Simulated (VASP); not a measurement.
# MgO (zincblende type) (F-43m) in VASP: a series of runs

Runs on MgO (zincblende type). Level: PBE. Tasks: single point.

Everything below comes from runs of VASP 6.6.1. Logs are shortened: lines on timing, memory, paths and dates and some standing lists are left out, and cuts for length are marked.

### 1 The cell of the first run

The structure is cubic, space group F-43m (No. 216). Conventional cell: a = 4.518 Å, b = 4.518 Å, c = 4.518 Å, α = 90.00°, β = 90.00°, γ = 90.00°. Within 2.6 Å of Mg (site symmetry -43m) lie 4 O at 1.96 Å. O (site symmetry -43m) has 4 Mg at 1.96 Å within 2.6 Å.

### 2 Single point, PBE (volume scaled by 0.94)

INCAR

```
PREC = Accurate
ENCUT = 520
EDIFF = 1E-7
ISMEAR = -1
SIGMA = 0.05
LREAL = F
LASPH = T
NELM = 100
ALGO = Normal
ISIF = 2
LWAVE = F
LCHARG = F
GGA = PE
NBANDS = 11
```

KPOINTS

```
Automatic mesh
0
Gamma
  15 15 15
```

POSCAR

```
MgO
1.0
    0.0000000000      2.2588249665      2.2588249665
    2.2588249665      0.0000000000      2.2588249665
    2.2588249665      2.2588249665      0.0000000000
Mg O
1 1
Direct
    0.0000000000      0.0000000000      0.0000000000
    0.2500000000      0.2500000000      0.2500000000
```

Potentials or basis: VASP PAW PBE potentials, release 64 (Mg, O).

On the command line:

```
> cat potpaw_PBE.64/Mg/POTCAR potpaw_PBE.64/O/POTCAR > POTCAR
> mpirun -np 1 vasp_std > vasp.out
```

OUTCAR:

```text
PREC = Accurate
   ENCUT = 520
   EDIFF = 1E-7
   ISMEAR = -1
   LREAL = F
   LASPH = T
   NELM = 100
   ISIF = 2
   GGA = PE

 ion  position               nearest neighbor table
   1  0.000  0.000  0.000-   2 1.96   2 1.96   2 1.96   2 1.96
   2  0.250  0.250  0.250-   1 1.96   1 1.96   1 1.96   1 1.96

  LATTYP: Found a face centered cubic cell.
 ALAT       =     4.5176499330

  Lattice vectors:

 A1 = (   0.0000000000,   2.2588249665,   2.2588249665)
 A2 = (   2.2588249665,   0.0000000000,   2.2588249665)
 A3 = (   2.2588249665,   2.2588249665,   0.0000000000)

Analysis of symmetry for initial positions (statically):
=====================================================================
 Subroutine PRICEL returns:
 Original cell was already a primitive cell.

 Routine SETGRP: Setting up the symmetry group for a
 face centered cubic supercell.

 Subroutine GETGRP returns: Found 24 space group operations
 (whereof 24 operations were pure point group operations)
 out of a pool of 48 trial point group operations.

The static configuration has the point symmetry T_d .

Analysis of symmetry for dynamics (positions and initial velocities):
=====================================================================
 Subroutine PRICEL returns:
 Original cell was already a primitive cell.

 Routine SETGRP: Setting up the symmetry group for a
 face centered cubic supercell.

 Subroutine GETGRP returns: Found 24 space group operations
 (whereof 24 operations were pure point group operations)
 out of a pool of 48 trial point group operations.

The dynamic configuration has the point symmetry T_d .

 Subroutine INISYM returns: Found 24 space group operations
 (whereof 24 operations are pure point group operations),
 and found     1 'primitive' translations

----------------------------------------------------------------------------------------

                                     Primitive cell

  volume of cell :      23.0504

  direct lattice vectors                    reciprocal lattice vectors
     0.000000000  2.258824967  2.258824967    -0.221354026  0.221354026  0.221354026
     2.258824967  0.000000000  2.258824967     0.221354026 -0.221354026  0.221354026
     2.258824967  2.258824967  0.000000000     0.221354026  0.221354026 -0.221354026

  length of vectors
     3.194460903  3.194460903  3.194460903     0.383396419  0.383396419  0.383396419

  position of ions in fractional coordinates (direct lattice)
     0.000000000  0.000000000  0.000000000
     0.250000000  0.250000000  0.250000000

  ion indices of the primitive-cell ions
   primitive index   ion index
                 1           1
                 2           2

----------------------------------------------------------------------------------------

 KPOINTS: Automatic mesh

Automatic generation of k-mesh.
 Grid dimensions read from file:
 generate k-points for:   15   15   15

 Generating k-lattice:

  Cartesian coordinates                     Fractional coordinates (reciprocal lattice)
    -0.014756935  0.014756935  0.014756935     0.066666667  0.000000000  0.000000000
     0.014756935 -0.014756935  0.014756935     0.000000000  0.066666667  0.000000000
     0.014756935  0.014756935 -0.014756935     0.000000000  0.000000000  0.066666667

  Length of vectors
     0.025559761  0.025559761  0.025559761

  Shift w.r.t. Gamma in fractional coordinates (k-lattice)
     0.000000000  0.000000000  0.000000000

 Subroutine IBZKPT returns following result:
 ===========================================

 Found    120 irreducible k-points:

 Following reciprocal coordinates:
            Coordinates               Weight
  0.000000  0.000000  0.000000      1.000000
  0.066667  0.000000  0.000000      8.000000
  0.133333  0.000000  0.000000      8.000000
  0.200000  0.000000  0.000000      8.000000
  0.266667  0.000000  0.000000      8.000000
  0.333333  0.000000  0.000000      8.000000
[... 16 lines left out ...]
  0.133333  0.133333  0.000000      6.000000
  0.200000  0.133333  0.000000     24.000000
 [... further k-points ...]
   k-points           NKPTS =    120   k-points in BZ     NKDIM =    120   number of bands    NBANDS=     11
   number of dos      NEDOS =    301   number of ions     NIONS =      2
   total plane-waves  NPLWV =  13824
   dimension x,y,z NGX =    24 NGY =   24 NGZ =   24
   dimension x,y,z NGXF=    48 NGYF=   48 NGZF=   48
   ions per type =               1   1
   NGX,Y,Z   is equivalent  to a cutoff of  12.49, 12.49, 12.49 a.u.
   NGXF,Y,Z  is equivalent  to a cutoff of  24.98, 24.98, 24.98 a.u.
 SYSTEM =  unknown system
   PREC   = accura    normal or accurate (medium, high low for compatibility)
   ISTART =      0    job   : 0-new  1-cont  2-samecut
   ICHARG =      2    charge: 1-file 2-atom 10-const
   ISPIN  =      1    spin polarized calculation?
   LNONCOLLINEAR =      F non collinear calculations
   LSORBIT =      F    spin-orbit coupling
   LASPH  =      T    aspherical Exc in radial PAW
   ENCUT  =  520.0 eV  38.22 Ry    6.18 a.u.   5.94  5.94  5.94*2*pi/ulx,y,z
   NELM   =    100;   NELMIN=  2; NELMDL= -5     # of ELM steps
   EDIFF  = 0.1E-06   stopping-criterion for ELM
   LREAL  =      F    real-space projection
   EDIFFG = 0.1E-05   stopping-criterion for IOM
   NSW    =      0    number of steps for IOM
   IBRION =     -1    ionic relax: 0-MD 1-quasi-New 2-CG
   NFREE  =      0    steps in history (QN), initial steepest desc. (CG)
   ISIF   =      2    stress and relaxation
   ISYM   =      2    0-nonsym 1-usesym 2-fastsym
   POTIM  = 0.5000    time-step for ionic-motion
   TEBEG  =    0.0;   TEEND  =   0.0 temperature during run
   PSTRESS=    0.0 pullay stress
   NELECT =       8.0000    total number of electrons
   NUPDOWN=      -1.0000    fix difference up-down
   EMIN   =  10.00;   EMAX   =-10.00  energy-range for DOS
   EFERMI =   0.00;   METHOD = LEGACY
   ISMEAR =    -1;   SIGMA  =   0.05  broadening in eV -4-tet -1-fermi 0-gaus
   EFERMI_NEDOS =   21; number of points for ismear=-14 and -15
   IALGO  =     38    algorithm
   IMIX   =      4    mixing-type and parameters
     AMIX     =   0.40;   BMIX     =  1.00
     AMIX_MAG =   1.60;   BMIX_MAG =  1.00
  volume/ion in A,a.u.               =      11.53        77.78
  Fermi-wavevector in a.u.,A,eV,Ry     =   1.150480  2.174091 18.008716  1.323603
  Thomas-Fermi vector in A             =   2.287143
   LORBIT       =      0    0 simple, 1 ext, 2 COOP (PROOUT), +10 PAW based schemes
   GGA     = PE    functional components
   LHFCALC =     F    Hartree Fock is set to
   AEXX    =    0.0000 exact exchange contribution
   IVDW    =     0    specifies the selected vdW correction
   LEPSILON=     F    determine dielectric tensor
   LRPA    =     F    only Hartree local field effects (RPA)
 non-spin polarized calculation
  energy-cutoff  :      520.00
  volume of cell :       23.05
 maximum number of plane-waves:       635
   NGX = 11   NGY = 11   NGZ = 11

 number of electron       8.0000006 magnetization

 Free energy of the ion-electron system (eV)
  ---------------------------------------------------
  ext. energy  EPLUGINS =         0.00000000
  ---------------------------------------------------
  free energy    TOTEN  =       -11.66781906 eV

  energy without entropy =      -11.66781906  energy(sigma->0) =      -11.66781906

 E-fermi :   2.0717     XC(G=0):  -9.8530

 val. band max:        0.9489908123   @ k =  -0.0667   0.0667   0.0000
 cond. band min:       4.7664882455   @ k =   0.0000   0.0000   0.0000
 fundamental gap:      3.8174974333
 Fermi energy:         2.0716649233

 k-point     1 :       0.0000    0.0000    0.0000
  band No.  band energies     occupation
      1     -15.0419      2.00000
      2       0.9483      2.00000
      3       0.9483      2.00000
      4       0.9483      2.00000
      5       4.7665      0.00000
      6      18.1041      0.00000
      7      18.1041      0.00000
      8      18.1041      0.00000
      9      21.5617      0.00000
     10      21.5622      0.00000
     11      21.7094      0.00000

 k-point     2 :       0.0667    0.0000    0.0000
  band No.  band energies     occupation
      1     -15.0135      2.00000
      2       0.7164      2.00000
      3       0.9400      2.00000
      4       0.9400      2.00000
      5       5.0344      0.00000
      6      17.6623      0.00000
      7      18.1125      0.00000
      8      18.1125      0.00000
      9      20.5484      0.00000
     10      20.5484      0.00000
     11      21.3974      0.00000

 k-point     3 :       0.1333    0.0000    0.0000
  band No.  band energies     occupation
      1     -14.9319      2.00000
      2       0.1720      2.00000
      3       0.9168      2.00000
      4       0.9168      2.00000
      5       5.6857      0.00000
      6      16.6168      0.00000
      7      17.9767      0.00000
      8      17.9767      0.00000
      9      19.9565      0.00000
     10      19.9565      0.00000
     11      20.9715      0.00000

 k-point     4 :       0.2000    0.0000    0.0000
  band No.  band energies     occupation
      1     -14.8091      2.00000
      2      -0.4675      2.00000
      3       0.8831      2.00000
      4       0.8831      2.00000
      5       6.5013      0.00000
      6      15.3714      0.00000
      7      17.4876      0.00000
      8      17.4876      0.00000
      9      20.0921      0.00000
     10      20.0921      0.00000
     11      20.6850      0.00000

 k-point     5 :       0.2667    0.0000    0.0000
  band No.  band energies     occupation
      1     -14.6630      2.00000
      2      -1.0773      2.00000
      3       0.8450      2.00000
      4       0.8450      2.00000
      5       7.3604      0.00000
      6      14.1301      0.00000
      7      16.8837      0.00000
      8      16.8837      0.00000
      9      20.5807      0.00000
     10      20.7065      0.00000
     11      20.7065      0.00000
[... 211 lines left out ...]
 k-point    21 :      -0.1333    0.0667    0.0000
  band No.  band energies     occupation
      1     -14.8721      2.00000
      2      -0.1091      2.00000
      3       0.8045      2.00000
      4       0.9383      2.00000
      5       6.1033      0.00000
      6      16.1762      0.00000
      7      17.1940      0.00000
      8      18.0971      0.00000
      9      18.9969      0.00000
     10      20.4809      0.00000
     11      21.8503      0.00000

 k-point    22 :      -0.0667    0.0667    0.0000
  band No.  band energies     occupation
      1     -14.9674      2.00000
      2       0.4191      2.00000
      3       0.8749      2.00000
      4       0.9490      2.00000
      5       5.4201      0.00000
      6      17.2060      0.00000
      7      17.6927      0.00000
      8      18.2944      0.00000
      9      19.4047      0.00000
     10      20.4195      0.00000
     11      22.2459      0.00000

 k-point    23 :       0.1333    0.1333    0.0000
  band No.  band energies     occupation
      1     -14.8957      2.00000
      2       0.1369      2.00000
      3       0.8147      2.00000
      4       0.8147      2.00000
      5       5.9337      0.00000
      6      16.6620      0.00000
      7      17.5742      0.00000
      8      17.8440      0.00000
      9      17.8440      0.00000
     10      22.0757      0.00000
     11      23.1509      0.00000

 k-point    24 :       0.2000    0.1333    0.0000
  band No.  band energies     occupation
      1     -14.8049      2.00000
      2      -0.2673      2.00000
      3       0.7528      2.00000
      4       0.7686      2.00000
      5       6.4978      0.00000
      6      15.6691      0.00000
      7      16.7696      0.00000
      8      17.7035      0.00000
      9      18.1691      0.00000
     10      22.0253      0.00000
     11      22.9640      0.00000

 [... further k-points ...]
[... 5 lines left out ...]
  --------------------------------------------------------------------------------------
  -------------------------------------------------------------------------------------
  Total        1.1124628      1.1124628      1.1124628     -0.0000000      0.0000000      0.0000000
  in kB       77.3247201     77.3247201     77.3247201     -0.0000000      0.0000000      0.0000000
  external PRESSURE =      77.3247201 kB  Pullay stress =       0.0000000 kB

 VOLUME and BASIS-vectors are now :
 -----------------------------------------------------------------------------
  energy-cutoff  :      520.00
  volume of cell :       23.05
      direct lattice vectors                 reciprocal lattice vectors
     0.000000000  2.258824967  2.258824967    -0.221354026  0.221354026  0.221354026
     2.258824967  0.000000000  2.258824967     0.221354026 -0.221354026  0.221354026
     2.258824967  2.258824967  0.000000000     0.221354026  0.221354026 -0.221354026

 POSITION                                       TOTAL-FORCE (eV/Angst)
 -----------------------------------------------------------------------------------
      0.00000      0.00000      0.00000         0.000000      0.000000      0.000000
      1.12941      1.12941      1.12941        -0.000000     -0.000000     -0.000000
 -----------------------------------------------------------------------------------
    total drift:                               -0.000001     -0.000001     -0.000001

  FREE ENERGIE OF THE ION-ELECTRON SYSTEM (eV)
  ---------------------------------------------------
  free  energy   TOTEN  =       -11.6678190555 eV

  energy  without entropy=      -11.6678190554  energy(sigma->0) =      -11.66781906
```

Run time: 22 s. Hardware: 1 thread of Intel Xeon Platinum 8259CL at 2.50GHz (Skylake/Cascade Lake), shared host; peak memory 0.16 GiB.

Results:

```
Free energy            : -11.6678 eV
Pressure               : 7.7 GPa
Band gap on the k mesh : 3.82 eV, indirect (the least direct gap lies 0.7 meV higher)
```

 A k mesh can miss the band edges.

### 3 Single point, PBE (volume scaled by 0.94)

INCAR

```
SYSTEM = MgO
ALGO = Normal
EDIFF = 1E-7
ENCUT = 520
GGA = PE
ISIF = 2
ISMEAR = -1
LASPH = .True.
LCHARG = .False.
LREAL = .False.
LWAVE = .False.
NBANDS = 11
NELM = 100
PREC = Accurate
SIGMA = 0.05
```

KPOINTS

```
k-points
0
Gamma
  15 15 15
  0 0 0
```

POSCAR is that of step 2.

Potentials or basis: VASP PAW PBE potentials, release 64 (Mg, O).

On the command line:

```
> cat potpaw_PBE.64/Mg/POTCAR potpaw_PBE.64/O/POTCAR > POTCAR
> mpirun -np 1 vasp_std > vasp.out
```

OUTCAR:

```text
SYSTEM = MgO
   EDIFF = 1E-7
   ENCUT = 520
   GGA = PE
   ISIF = 2
   ISMEAR = -1
   LASPH = .True.
   LREAL = .False.
   NELM = 100
   PREC = Accurate

 ion  position               nearest neighbor table
   1  0.000  0.000  0.000-   2 1.96   2 1.96   2 1.96   2 1.96
   2  0.250  0.250  0.250-   1 1.96   1 1.96   1 1.96   1 1.96

  LATTYP: Found a face centered cubic cell.
 ALAT       =     4.5176499330

  Lattice vectors:

 A1 = (   0.0000000000,   2.2588249665,   2.2588249665)
 A2 = (   2.2588249665,   0.0000000000,   2.2588249665)
 A3 = (   2.2588249665,   2.2588249665,   0.0000000000)

Analysis of symmetry for initial positions (statically):
=====================================================================
 Subroutine PRICEL returns:
 Original cell was already a primitive cell.

 Routine SETGRP: Setting up the symmetry group for a
 face centered cubic supercell.

 Subroutine GETGRP returns: Found 24 space group operations
 (whereof 24 operations were pure point group operations)
 out of a pool of 48 trial point group operations.

The static configuration has the point symmetry T_d .

Analysis of symmetry for dynamics (positions and initial velocities):
=====================================================================
 Subroutine PRICEL returns:
 Original cell was already a primitive cell.

 Routine SETGRP: Setting up the symmetry group for a
 face centered cubic supercell.

 Subroutine GETGRP returns: Found 24 space group operations
 (whereof 24 operations were pure point group operations)
 out of a pool of 48 trial point group operations.

The dynamic configuration has the point symmetry T_d .

 Subroutine INISYM returns: Found 24 space group operations
 (whereof 24 operations are pure point group operations),
 and found     1 'primitive' translations

----------------------------------------------------------------------------------------

                                     Primitive cell

  volume of cell :      23.0504

[... 109 lines left out ...]
  volume/ion in A,a.u.               =      11.53        77.78
  Fermi-wavevector in a.u.,A,eV,Ry     =   1.150480  2.174091 18.008716  1.323603
  Thomas-Fermi vector in A             =   2.287143
   LORBIT       =      0    0 simple, 1 ext, 2 COOP (PROOUT), +10 PAW based schemes
   GGA     = PE    functional components
   LHFCALC =     F    Hartree Fock is set to
   AEXX    =    0.0000 exact exchange contribution
   IVDW    =     0    specifies the selected vdW correction
   LEPSILON=     F    determine dielectric tensor
   LRPA    =     F    only Hartree local field effects (RPA)
 non-spin polarized calculation
  energy-cutoff  :      520.00
  volume of cell :       23.05
 maximum number of plane-waves:       635
   NGX = 11   NGY = 11   NGZ = 11

 number of electron       8.0000006 magnetization

 Free energy of the ion-electron system (eV)
  ---------------------------------------------------
  ext. energy  EPLUGINS =         0.00000000
  ---------------------------------------------------
  free energy    TOTEN  =       -11.66781906 eV

  energy without entropy =      -11.66781906  energy(sigma->0) =      -11.66781906

 E-fermi :   2.0717     XC(G=0):  -9.8530

 val. band max:        0.9489908123   @ k =  -0.0667   0.0667   0.0000
 cond. band min:       4.7664882455   @ k =   0.0000   0.0000   0.0000
 fundamental gap:      3.8174974333
 Fermi energy:         2.0716649233

 k-point     1 :       0.0000    0.0000    0.0000
  band No.  band energies     occupation
      1     -15.0419      2.00000
      2       0.9483      2.00000
      3       0.9483      2.00000
      4       0.9483      2.00000
      5       4.7665      0.00000
      6      18.1041      0.00000
      7      18.1041      0.00000
      8      18.1041      0.00000
      9      21.5617      0.00000
     10      21.5622      0.00000
     11      21.7094      0.00000
[... 309 lines left out ...]
 k-point    24 :       0.2000    0.1333    0.0000
  band No.  band energies     occupation
      1     -14.8049      2.00000
      2      -0.2673      2.00000
      3       0.7528      2.00000
      4       0.7686      2.00000
      5       6.4978      0.00000
      6      15.6691      0.00000
      7      16.7696      0.00000
      8      17.7035      0.00000
      9      18.1691      0.00000
     10      22.0253      0.00000
     11      22.9640      0.00000

 [... further k-points ...]
[... 5 lines left out ...]
  --------------------------------------------------------------------------------------
  -------------------------------------------------------------------------------------
  Total        1.1124628      1.1124628      1.1124628     -0.0000000      0.0000000      0.0000000
  in kB       77.3247201     77.3247201     77.3247201     -0.0000000      0.0000000      0.0000000
  external PRESSURE =      77.3247201 kB  Pullay stress =       0.0000000 kB

 VOLUME and BASIS-vectors are now :
 -----------------------------------------------------------------------------
  energy-cutoff  :      520.00
  volume of cell :       23.05
      direct lattice vectors                 reciprocal lattice vectors
     0.000000000  2.258824967  2.258824967    -0.221354026  0.221354026  0.221354026
     2.258824967  0.000000000  2.258824967     0.221354026 -0.221354026  0.221354026
     2.258824967  2.258824967  0.000000000     0.221354026  0.221354026 -0.221354026

 POSITION                                       TOTAL-FORCE (eV/Angst)
 -----------------------------------------------------------------------------------
      0.00000      0.00000      0.00000         0.000000      0.000000      0.000000
      1.12941      1.12941      1.12941        -0.000000     -0.000000     -0.000000
 -----------------------------------------------------------------------------------
    total drift:                               -0.000001     -0.000001     -0.000001

  FREE ENERGIE OF THE ION-ELECTRON SYSTEM (eV)
  ---------------------------------------------------
  free  energy   TOTEN  =       -11.6678190555 eV

  energy  without entropy=      -11.6678190554  energy(sigma->0) =      -11.66781906
```

Run time: 24 s. Hardware: 1 thread of Intel Xeon Platinum 8259CL at 2.50GHz (Skylake/Cascade Lake), shared host; peak memory 0.16 GiB.

What came out:

- Free energy: -11.6678 eV
- Pressure: 7.7 GPa
- Band gap on the k mesh: 3.82 eV, indirect (the least direct gap lies 0.7 meV higher)

 A k mesh can miss the band edges.

[end of part 1 of 2]
